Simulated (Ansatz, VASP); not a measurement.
**Two plane-wave programs on Cr**

File INCAR:

```
SYSTEM = Cr
  PREC = Accurate
  ENCUT = 520
  EDIFF = 1E-6
  ISMEAR = -1
  SIGMA = 0.05
  LREAL = .False.
  LASPH = .True.
  NELM = 150
  ALGO = Normal
  ISIF = 2
  LWAVE = .False.
  LCHARG = .True.
  ISPIN = 2
  MAGMOM = 1.153 -1.153
  LORBIT = 11
  LMAXMIX = 4
  GGA = B5
  ALDAX = 1.0
  AGGAX = 1.0
  AGGAC = 1.0
  ALDAC = 0.0
  LELF = .True.
  LVHAR = .True.
  NBANDS = 23
```

KPOINTS

```
Automatic mesh
0
Gamma
  18 18 18
  0 0 0
```

Contents of POSCAR:

```
Cr
1.0
    2.9020902231      0.0000000000      0.0000000000
    0.0000000000      2.9020902231      0.0000000000
    0.0000000000      0.0000000000      2.9020902231
Cr
2
Direct
    0.0000000000      0.0000000000      0.0000000000
    0.5000000000      0.5000000000      0.5000000000
```

Input for Ansatz:

```yaml
crystal:
  lattice:
    - [2.9020902231, 0.0, 0.0]
    - [0.0, 2.9020902231, 0.0]
    - [0.0, 0.0, 2.9020902231]
  atoms:
    - { symbol: Cr, position: [0.0, 0.0, 0.0], spin: 1.153 }
    - { symbol: Cr, position: [0.5, 0.5, 0.5], spin: -1.153 }
hamiltonian:
  xc: blyp
  pseudopotentials:
    kind: paw
    azcp:
      Cr: "pseudopotentials/Cr.paw.azcp"
basis:
  ecutwfc: 420
  fft_grid_basis: typed
kpoints:
  mp_grid: { grid: [18, 18, 18], shift: [0, 0, 0] }
magnetization:
  spin_polarized: true
scf:
  occupations: { method: fermi_dirac, width: 0.05 }
```

Alike in both runs: task single point; functional BLYP; k mesh 18 × 18 × 18; occupations fermi-dirac, width 0.05 eV; collinear spin.

|  | VASP | Ansatz |
| --- | --- | --- |
| version | VASP 6.6.1 | Ansatz 0.2.0 |
| potentials or method | VASP PAW PBE potentials, release 64 (Cr_pv), cutoff 520 eV | plane waves (420 eV) with PAW, scalar-relativistic |
| valence electrons in the cell | 24 | 28 |

|  | VASP | Ansatz | Ansatz less VASP |
| --- | --- | --- | --- |
| net moment per atom (μB) | 0.00 | 0.00 | 0.000 |
| size of the moment on the site where the two differ most (μB) | 1.25 | 1.16 | -0.088 |

VASP's potentials were made for PBE, not for BLYP. Site moments also hang on the region over which each program counts them. The functional is the same, so the differences come from potentials, cutoffs and numerics. VASP's potentials hold 24 valence electrons a cell and Ansatz's 28, so a difference there can come from the potentials and not from the codes.
